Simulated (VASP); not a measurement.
A run of VASP 6.6.1:

The input POSCAR:

```
ZnSnN2
1.0
    1.5520134280      0.8960553704      5.0468211227
   -1.5520134280      0.8960553704      5.0468211227
    0.0000000000     -1.7921107409      5.0468211227
Zn Sn N
1 1 2
Direct
    1.0000000000      0.0000000000      0.0000000000
    0.5000000000      0.5000000000      0.5000000000
    0.2475824754      0.2475824754      0.2475824754
    0.7524175246      0.7524175246      0.7524175246
```

INCAR.step1

```
PREC = Accurate
ENCUT = 520
ISMEAR = 0
SIGMA = 0.01
LREAL = F
LASPH = T
NELM = 100
NBANDS = 26
GGA = PE
ALGO = Normal
EDIFF = 1E-4
LWAVE = T
LCHARG = F
```

File INCAR.step2:

```
PREC = Accurate
ENCUT = 520
EDIFF = 1E-6
ISMEAR = 0
SIGMA = 0.01
LREAL = F
LASPH = T
NELM = 100
ALGO = Normal
ISIF = 2
LWAVE = F
LCHARG = F
METAGGA = R2SCAN
LMIXTAU = T
NBANDS = 26
ISTART = 1
```

Contents of KPOINTS:

```
regular mesh
0
Gamma
  10 10 10
```

Potentials or basis: VASP PAW PBE potentials, release 64 (Zn, Sn_d, N).

Command:

```console
$ cat potpaw_PBE.64/Zn/POTCAR potpaw_PBE.64/Sn_d/POTCAR potpaw_PBE.64/N/POTCAR > POTCAR
$ cp INCAR.step1 INCAR
$ mpirun -np 1 vasp_std > vasp.out
$ cp INCAR.step2 INCAR
$ mpirun -np 1 vasp_std > vasp.out
```

Hardware: 1 thread of Intel(R) Xeon(R) 6975P-C (Granite Rapids), with other jobs on the host.

**Question.** Estimate the wall time of this run.

**Answer.** It took 7.1 min on 1 thread of Intel(R) Xeon(R) 6975P-C (Granite Rapids) (shared host), peak memory 0.34 GiB. Counts: k points 116.
